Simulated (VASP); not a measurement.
# Pd (P6_3/mmc) in VASP: a series of runs

Runs on Pd. Level: revPBE. Tasks: single point.

Program: VASP 6.6.1. These are calculated values, not measurements. Logs are shortened: lines on timing, memory, paths and dates and some standing lists are left out, and cuts for length are marked.

**1. The cell of the first run**

It takes space group P6_3/mmc (No. 194, hexagonal). The conventional cell has a = 2.803 Å, b = 2.803 Å, c = 9.236 Å, α = 90.00°, β = 90.00°, γ = 120.00°. Within 3.7 Å of Pd (site symmetry -3m) lie 12 Pd at 2.80 to 2.82 Å. Within 3.7 Å of Pd (site symmetry -6m2) lie 12 Pd at 2.80 to 2.82 Å.

This isn't the form of Pd at room conditions, which is fcc.

**2. Single point, revPBE**

Contents of INCAR:

```
SYSTEM = Pd
PREC     = Accurate       ! precision mode
ENCUT    = 520            ! plane-wave cutoff, eV
EDIFF    = 1E-6           ! SCF threshold, eV
ISMEAR   = -1             ! smearing method
SIGMA    = 0.1            ! smearing width, eV
LREAL    = .False.        ! projectors in reciprocal space
LASPH    = .True.         ! aspherical terms in the spheres
NELM     = 100            ! most SCF steps
ALGO     = Normal         ! electronic algorithm
ISIF     = 2              ! what is computed and relaxed
LWAVE    = .False.        ! write WAVECAR
LCHARG   = .False.        ! write CHGCAR
GGA      = RE             ! functional
NBANDS   = 28             ! bands
```

Contents of KPOINTS:

```
Automatic mesh
0
Gamma
  13 13 4
  0 0 0
```

Contents of POSCAR:

```
Pd
1.0
    2.8026104727      0.0000000000      0.0000000000
   -1.4013052364      2.4271318663      0.0000000000
    0.0000000000      0.0000000000      9.2360164807
Pd
4
Direct
    1.0000000000      1.0000000000      0.0000000000
    1.0000000000      1.0000000000      0.5000000000
    0.3333333333      0.6666666667      0.2500000000
    0.6666666667      0.3333333333      0.7500000000
```

Potentials or basis: VASP PAW PBE potentials, release 64 (Pd).

Command:

```bash
> cat potpaw_PBE.64/Pd/POTCAR > POTCAR
> mpirun -np 1 vasp_std > vasp.out
```

OUTCAR:

```text
SYSTEM = Pd
   PREC = Accurate
   ENCUT = 520
   EDIFF = 1E-6
   ISMEAR = -1
   LREAL = .False.
   LASPH = .True.
   NELM = 100
   ISIF = 2
   GGA = RE

 ion  position               nearest neighbor table
   1  0.000  0.000  0.000-   3 2.82   4 2.82   4 2.82   3 2.82   4 2.82   3 2.82
   2  0.000  0.000  0.500-   3 2.82   4 2.82   4 2.82   3 2.82   4 2.82   3 2.82
   3  0.333  0.667  0.250-   1 2.82   2 2.82   1 2.82   2 2.82   1 2.82   2 2.82
   4  0.667  0.333  0.750-   1 2.82   2 2.82   1 2.82   2 2.82   1 2.82   2 2.82

  LATTYP: Found a hexagonal cell.
 ALAT       =     2.8026104727
 C/A-ratio  =     3.2955048769

  Lattice vectors:

 A1 = (   2.8026104727,   0.0000000000,   0.0000000000)
 A2 = (  -1.4013052364,   2.4271318663,   0.0000000000)
 A3 = (   0.0000000000,   0.0000000000,   9.2360164807)

Analysis of symmetry for initial positions (statically):
=====================================================================
 Subroutine PRICEL returns:
 Original cell was already a primitive cell.

 Routine SETGRP: Setting up the symmetry group for a
 hexagonal supercell.

 Subroutine GETGRP returns: Found 24 space group operations
 (whereof 12 operations were pure point group operations)
 out of a pool of 24 trial point group operations.

The static configuration has the point symmetry D_3d.
 The point group associated with its full space group is D_6h.

Analysis of symmetry for dynamics (positions and initial velocities):
=====================================================================
 Subroutine PRICEL returns:
 Original cell was already a primitive cell.

 Routine SETGRP: Setting up the symmetry group for a
 hexagonal supercell.

 Subroutine GETGRP returns: Found 24 space group operations
 (whereof 12 operations were pure point group operations)
 out of a pool of 24 trial point group operations.

The dynamic configuration has the point symmetry D_3d.
 The point group associated with its full space group is D_6h.

 Subroutine INISYM returns: Found 24 space group operations
 (whereof 12 operations are pure point group operations),
 and found     1 'primitive' translations

----------------------------------------------------------------------------------------

                                     Primitive cell

  volume of cell :      62.8262

  direct lattice vectors                    reciprocal lattice vectors
     2.802610473  0.000000000  0.000000000     0.356810199  0.206004464  0.000000000
    -1.401305236  2.427131866  0.000000000     0.000000000  0.412008929  0.000000000
     0.000000000  0.000000000  9.236016481     0.000000000  0.000000000  0.108271786

  length of vectors
     2.802610473  2.802610473  9.236016481     0.412008929  0.412008929  0.108271786

  position of ions in fractional coordinates (direct lattice)
     0.000000000  0.000000000  0.000000000
     0.000000000  0.000000000  0.500000000
     0.333333333  0.666666667  0.250000000
     0.666666667  0.333333333  0.750000000

  ion indices of the primitive-cell ions
   primitive index   ion index
                 1           1
                 2           2
                 3           3
                 4           4

----------------------------------------------------------------------------------------

 KPOINTS: Automatic mesh

Automatic generation of k-mesh.
 Grid dimensions read from file:
 generate k-points for:   13   13    4

 Generating k-lattice:

  Cartesian coordinates                     Fractional coordinates (reciprocal lattice)
     0.027446938  0.015846497  0.000000000     0.076923077  0.000000000  0.000000000
     0.000000000  0.031692995  0.000000000     0.000000000  0.076923077  0.000000000
     0.000000000  0.000000000  0.027067947     0.000000000  0.000000000  0.250000000

  Length of vectors
     0.031692995  0.031692995  0.027067947

  Shift w.r.t. Gamma in fractional coordinates (k-lattice)
     0.000000000  0.000000000  0.000000000

 Subroutine IBZKPT returns following result:
 ===========================================

 Found     63 irreducible k-points:

 Following reciprocal coordinates:
            Coordinates               Weight
  0.000000  0.000000  0.000000      1.000000
  0.076923  0.000000  0.000000      6.000000
  0.153846  0.000000  0.000000      6.000000
  0.230769  0.000000  0.000000      6.000000
  0.307692  0.000000  0.000000      6.000000
  0.384615  0.000000  0.000000      6.000000
[... 16 lines left out ...]
  0.076923  0.000000  0.250000     12.000000
  0.153846  0.000000  0.250000     12.000000
 [... further k-points ...]
   k-points           NKPTS =     63   k-points in BZ     NKDIM =     63   number of bands    NBANDS=     28
   number of dos      NEDOS =    301   number of ions     NIONS =      4
   total plane-waves  NPLWV =  40320
   dimension x,y,z NGX =    24 NGY =   24 NGZ =   70
   dimension x,y,z NGXF=    48 NGYF=   48 NGZF=  140
   ions per type =               4
   NGX,Y,Z   is equivalent  to a cutoff of  14.24, 14.24, 12.60 a.u.
   NGXF,Y,Z  is equivalent  to a cutoff of  28.47, 28.47, 25.20 a.u.
 SYSTEM =  Pd
   PREC   = accura    normal or accurate (medium, high low for compatibility)
   ISTART =      0    job   : 0-new  1-cont  2-samecut
   ICHARG =      2    charge: 1-file 2-atom 10-const
   ISPIN  =      1    spin polarized calculation?
   LNONCOLLINEAR =      F non collinear calculations
   LSORBIT =      F    spin-orbit coupling
   LASPH  =      T    aspherical Exc in radial PAW
   ENCUT  =  520.0 eV  38.22 Ry    6.18 a.u.   5.21  5.21 17.17*2*pi/ulx,y,z
   NELM   =    100;   NELMIN=  2; NELMDL= -5     # of ELM steps
   EDIFF  = 0.1E-05   stopping-criterion for ELM
   LREAL  =      F    real-space projection
   EDIFFG = 0.1E-04   stopping-criterion for IOM
   NSW    =      0    number of steps for IOM
   IBRION =     -1    ionic relax: 0-MD 1-quasi-New 2-CG
   NFREE  =      0    steps in history (QN), initial steepest desc. (CG)
   ISIF   =      2    stress and relaxation
   ISYM   =      2    0-nonsym 1-usesym 2-fastsym
   POTIM  = 0.5000    time-step for ionic-motion
   TEBEG  =    0.0;   TEEND  =   0.0 temperature during run
   PSTRESS=    0.0 pullay stress
   NELECT =      40.0000    total number of electrons
   NUPDOWN=      -1.0000    fix difference up-down
   EMIN   =  10.00;   EMAX   =-10.00  energy-range for DOS
   EFERMI =   0.00;   METHOD = LEGACY
   ISMEAR =    -1;   SIGMA  =   0.10  broadening in eV -4-tet -1-fermi 0-gaus
   EFERMI_NEDOS =   21; number of points for ismear=-14 and -15
   IALGO  =     38    algorithm
   IMIX   =      4    mixing-type and parameters
     AMIX     =   0.40;   BMIX     =  1.00
     AMIX_MAG =   1.60;   BMIX_MAG =  1.00
  volume/ion in A,a.u.               =      15.71       105.99
  Fermi-wavevector in a.u.,A,eV,Ry     =   1.408363  2.661420 26.986964  1.983486
  Thomas-Fermi vector in A             =   2.530528
   LORBIT       =      0    0 simple, 1 ext, 2 COOP (PROOUT), +10 PAW based schemes
   GGA     = RE    functional components
   LHFCALC =     F    Hartree Fock is set to
   AEXX    =    0.0000 exact exchange contribution
   IVDW    =     0    specifies the selected vdW correction
   LEPSILON=     F    determine dielectric tensor
   LRPA    =     F    only Hartree local field effects (RPA)
 non-spin polarized calculation
  energy-cutoff  :      520.00
  volume of cell :       62.83
 maximum number of plane-waves:      1709
 NGX is ok and might be reduce to    24
   NGX = 11   NGY = 11   NGZ = 35

 number of electron      40.0000002 magnetization

 Free energy of the ion-electron system (eV)
  ---------------------------------------------------
  ext. energy  EPLUGINS =         0.00000000
  ---------------------------------------------------
  free energy    TOTEN  =       -19.08013899 eV

  energy without entropy =      -18.81268665  energy(sigma->0) =      -18.94641282

 E-fermi :   8.8797     XC(G=0): -12.7142

 val. band max:        8.8788221225   @ k =   0.4615   0.0769   0.2500
 cond. band min:       8.8810363191   @ k =   0.4615  -0.0000   0.0000
 fundamental gap:      0.0022141966
 Fermi energy:         8.8796860127

 k-point     1 :       0.0000    0.0000    0.0000
  band No.  band energies     occupation
      1       2.2059      2.00000
      2       3.8007      2.00000
      3       3.8061      2.00000
      4       4.0267      2.00000
      5       6.2376      2.00000
      6       6.2434      2.00000
[... 20 lines left out ...]
     27      22.7271      0.00000
     28      25.7486      0.00000

 k-point     2 :       0.0769    0.0000    0.0000
  band No.  band energies     occupation
      1       2.3877      2.00000
      2       3.9642      2.00000
      3       3.9710      2.00000
      4       4.1562      2.00000
      5       5.9820      2.00000
      6       6.1295      2.00000
[... 20 lines left out ...]
     27      22.8409      0.00000
     28      25.8016      0.00000

 k-point     3 :       0.1538    0.0000    0.0000
  band No.  band energies     occupation
      1       2.9021      2.00000
      2       4.3602      2.00000
      3       4.3854      2.00000
      4       4.4987      2.00000
      5       5.6053      2.00000
      6       5.8119      2.00000
[... 20 lines left out ...]
     27      23.1608      0.00000
     28      24.5689      0.00000

 k-point     4 :       0.2308    0.0000    0.0000
  band No.  band energies     occupation
      1       3.6190      2.00000
      2       4.5676      2.00000
      3       4.6552      2.00000
      4       4.8570      2.00000
      5       5.3785      2.00000
      6       5.5104      2.00000
[... 578 lines left out ...]
     27      24.5677      0.00000
     28      25.8572      0.00000

 k-point    23 :       0.0769    0.0000    0.2500
  band No.  band energies     occupation
      1       2.5175      2.00000
      2       3.4343      2.00000
      3       4.1813      2.00000
      4       4.2252      2.00000
      5       5.9555      2.00000
      6       6.1160      2.00000
[... 20 lines left out ...]
     27      24.7104      0.00000
     28      25.9459      0.00000

 k-point    24 :       0.1538    0.0000    0.2500
  band No.  band energies     occupation
      1       3.0206      2.00000
      2       3.8652      2.00000
      3       4.5097      2.00000
      4       4.6254      2.00000
      5       5.7580      2.00000
      6       5.8071      2.00000
[... 20 lines left out ...]
     27      24.4838      0.00000
     28      25.0882      0.00000

 [... further k-points ...]
[... 5 lines left out ...]
  --------------------------------------------------------------------------------------
  -------------------------------------------------------------------------------------
  Total       -0.0842955     -0.0842955     -0.0890455      0.0000000      0.0000000      0.0000000
  in kB       -2.1496816     -2.1496816     -2.2708149      0.0000000      0.0000000      0.0000000
  external PRESSURE =      -2.1900594 kB  Pullay stress =       0.0000000 kB

 VOLUME and BASIS-vectors are now :
 -----------------------------------------------------------------------------
  energy-cutoff  :      520.00
  volume of cell :       62.83
      direct lattice vectors                 reciprocal lattice vectors
     2.802610473  0.000000000  0.000000000     0.356810199  0.206004464  0.000000000
    -1.401305236  2.427131866  0.000000000     0.000000000  0.412008929  0.000000000
     0.000000000  0.000000000  9.236016481     0.000000000  0.000000000  0.108271786

 POSITION                                       TOTAL-FORCE (eV/Angst)
 -----------------------------------------------------------------------------------
      0.00000      0.00000      0.00000        -0.000000     -0.000000      0.000000
      0.00000      0.00000      4.61801        -0.000000     -0.000000      0.000000
     -0.00000      1.61809      2.30900         0.000000      0.000000     -0.000000
      1.40131      0.80904      6.92701        -0.000000     -0.000000      0.000000
 -----------------------------------------------------------------------------------
    total drift:                               -0.000000      0.000000      0.000000

  FREE ENERGIE OF THE ION-ELECTRON SYSTEM (eV)
  ---------------------------------------------------
  free  energy   TOTEN  =       -19.0801389851 eV

  energy  without entropy=      -18.8126866538  energy(sigma->0) =      -18.94641282
```

Run time: 2.6 min. Hardware: 1 thread of Intel Xeon 8259CL, shared host; peak memory 0.23 GiB.

Results:

```
Free energy            : -19.0801 eV
Pressure               : -0.2 GPa
Band gap on the k mesh : zero (bands 20 and 21 overlap by 0.84 eV)
```

Caveat: the PAW data sets were made with another functional, which shifts forces and pressure a little.

**3. Single point, revPBE (13.82 Å³/atom)**

This run uses another cell than the first one, of 13.82 Å³/atom.

Contents of INCAR:

```
PREC     = Accurate       # precision mode
ENCUT    = 520            # plane-wave cutoff, eV
EDIFF    = 1E-7           # SCF threshold, eV
ISMEAR   = -1             # smearing method
SIGMA    = 0.1            # smearing width, eV
LREAL    = F              # projectors in reciprocal space
LASPH    = T              # aspherical terms in the spheres
NELM     = 60             # most SCF steps
ALGO     = Normal         # electronic algorithm
ISIF     = 2              # what is computed and relaxed
LWAVE    = F              # write WAVECAR
LCHARG   = T              # write CHGCAR
GGA      = RE             # functional
LELF     = T              # ELF
LVHAR    = T            
NBANDS   = 28             # bands
```

Contents of KPOINTS:

```
Automatic mesh
0
Gamma
  15 15 4
```

Contents of POSCAR:

```
Pd
1.0
    2.6856966941      0.0000000000      0.0000000000
   -1.3428483471      2.3258815640      0.0000000000
    0.0000000000      0.0000000000      8.8507265532
Pd
4
Direct
    1.0000000000      1.0000000000      0.0000000000
    1.0000000000      1.0000000000      0.5000000000
    0.3333333333      0.6666666667      0.2500000000
    0.6666666667      0.3333333333      0.7500000000
```

Potentials or basis: VASP PAW PBE potentials, release 64 (Pd).

Command:

```bash
> cat potpaw_PBE.64/Pd/POTCAR > POTCAR
> mpirun -np 1 vasp_std > vasp.out
```

OUTCAR:

```text
PREC = Accurate
   ENCUT = 520
   EDIFF = 1E-7
   ISMEAR = -1
   LREAL = F
   LASPH = T
   NELM = 60
   ISIF = 2
   GGA = RE

 ion  position               nearest neighbor table
   1  0.000  0.000  0.000-   3 2.70   4 2.70   4 2.70   3 2.70   4 2.70   3 2.70
   2  0.000  0.000  0.500-   3 2.70   4 2.70   4 2.70   3 2.70   4 2.70   3 2.70
   3  0.333  0.667  0.250-   1 2.70   2 2.70   1 2.70   2 2.70   1 2.70   2 2.70
   4  0.667  0.333  0.750-   1 2.70   2 2.70   1 2.70   2 2.70   1 2.70   2 2.70

  LATTYP: Found a hexagonal cell.
 ALAT       =     2.6856966941
 C/A-ratio  =     3.2955048769

  Lattice vectors:

 A1 = (   2.6856966941,   0.0000000000,   0.0000000000)
 A2 = (  -1.3428483471,   2.3258815640,   0.0000000000)
 A3 = (   0.0000000000,   0.0000000000,   8.8507265532)

Analysis of symmetry for initial positions (statically):
=====================================================================
 Subroutine PRICEL returns:
 Original cell was already a primitive cell.

 Routine SETGRP: Setting up the symmetry group for a
 hexagonal supercell.

[... 170 lines left out ...]
  energy without entropy =      -18.29664830  energy(sigma->0) =      -18.41540618

 E-fermi :  11.0282     XC(G=0): -13.5244

 val. band max:       11.0267309867   @ k =   0.2667   0.0000   0.0000
 cond. band min:      11.0291955895   @ k =   0.3333   0.2000   0.0000
 fundamental gap:      0.0024646028
 Fermi energy:        11.0281787155

 k-point     1 :       0.0000    0.0000    0.0000
  band No.  band energies     occupation
      1       3.3705      2.00000
      2       5.0802      2.00000
      3       5.0886      2.00000
      4       5.1811      2.00000
      5       7.7919      2.00000
      6       7.7936      2.00000
[... 733 lines left out ...]
     27      20.8784      0.00000
     28      23.0435      0.00000

 [... further k-points ...]

------------------------ aborting loop because EDIFF is reached ----------------------------------------

  FORCE on cell =-STRESS in cart. coord.  units (eV):
  Direction    XX          YY          ZZ          XY          YZ          ZX
  --------------------------------------------------------------------------------------
  -------------------------------------------------------------------------------------
  Total        9.3752296      9.3752296      9.2298968     -0.0000000      0.0000000     -0.0000000
  in kB      271.6870953    271.6870953    267.4754597     -0.0000000      0.0000000     -0.0000000
  external PRESSURE =     270.2832168 kB  Pullay stress =       0.0000000 kB

 VOLUME and BASIS-vectors are now :
 -----------------------------------------------------------------------------
  energy-cutoff  :      520.00
  volume of cell :       55.29
      direct lattice vectors                 reciprocal lattice vectors
     2.685696694  0.000000000  0.000000000     0.372342864  0.214972253  0.000000000
    -1.342848347  2.325881564  0.000000000     0.000000000  0.429944506  0.000000000
     0.000000000  0.000000000  8.850726553     0.000000000  0.000000000  0.112985075

 POSITION                                       TOTAL-FORCE (eV/Angst)
 -----------------------------------------------------------------------------------
      0.00000      0.00000      0.00000        -0.000000      0.000000      0.000000
      0.00000      0.00000      4.42536        -0.000000      0.000000      0.000000
     -0.00000      1.55059      2.21268        -0.000000      0.000000     -0.000000
      1.34285      0.77529      6.63804         0.000000     -0.000000      0.000000
 -----------------------------------------------------------------------------------
    total drift:                                0.000000     -0.000000      0.000000

  FREE ENERGIE OF THE ION-ELECTRON SYSTEM (eV)
  ---------------------------------------------------
  free  energy   TOTEN  =       -18.5341640683 eV

  energy  without entropy=      -18.2966482986  energy(sigma->0) =      -18.41540618
```

OSZICAR:

```text
N       E                     dE             d eps       ncg     rms          rms(c)
DAV:   1     0.273309857311E+03    0.27331E+03   -0.20391E+04  4536   0.141E+03
DAV:   2    -0.123548662052E+02   -0.28566E+03   -0.27298E+03  4804   0.330E+02
DAV:   3    -0.194747840777E+02   -0.71199E+01   -0.69955E+01  5136   0.566E+01
DAV:   4    -0.195384388144E+02   -0.63655E-01   -0.63626E-01  4984   0.522E+00
DAV:   5    -0.195394774792E+02   -0.10387E-02   -0.10386E-02  4992   0.717E-01    0.186E+01
DAV:   6    -0.186149834387E+02    0.92449E+00   -0.22000E+00  4964   0.120E+01    0.954E+00
DAV:   7    -0.185847414989E+02    0.30242E-01   -0.36123E-01  4896   0.474E+00    0.386E+00
DAV:   8    -0.187180783084E+02   -0.13334E+00   -0.19057E+00  4792   0.115E+01    0.457E+00
DAV:   9    -0.185345767570E+02    0.18350E+00   -0.63840E-01  4756   0.743E+00    0.377E-01
DAV:  10    -0.185341931059E+02    0.38365E-03   -0.97812E-03  4940   0.675E-01    0.111E-01
DAV:  11    -0.185341820230E+02    0.11083E-04   -0.96732E-05  5000   0.756E-02    0.764E-02
DAV:  12    -0.185341648088E+02    0.17214E-04   -0.58856E-05  4984   0.594E-02    0.114E-02
DAV:  13    -0.185341637093E+02    0.10995E-05   -0.72783E-06  5000   0.198E-02    0.728E-03
DAV:  14    -0.185341640855E+02   -0.37622E-06   -0.16298E-06  4896   0.103E-02    0.148E-03
DAV:  15    -0.185341640683E+02    0.17265E-07   -0.76222E-08  2708   0.244E-03
   1 F= -.18534164E+02 E0= -.18415406E+02  d E =-.237516E+00
```

Run time: 2.8 min. Hardware: 1 thread of Intel Xeon 8259CL, shared host; peak memory 0.23 GiB.

What came out:

* Free energy: -18.5342 eV
* Pressure: 27.0 GPa
* Band gap on the k mesh: zero (bands 20 and 21 overlap by 1.05 eV)

Caveat: the cell stands under pressure; the PAW data sets were made with another functional, which shifts forces and pressure a little.

(Continued in part 2 of 2.)
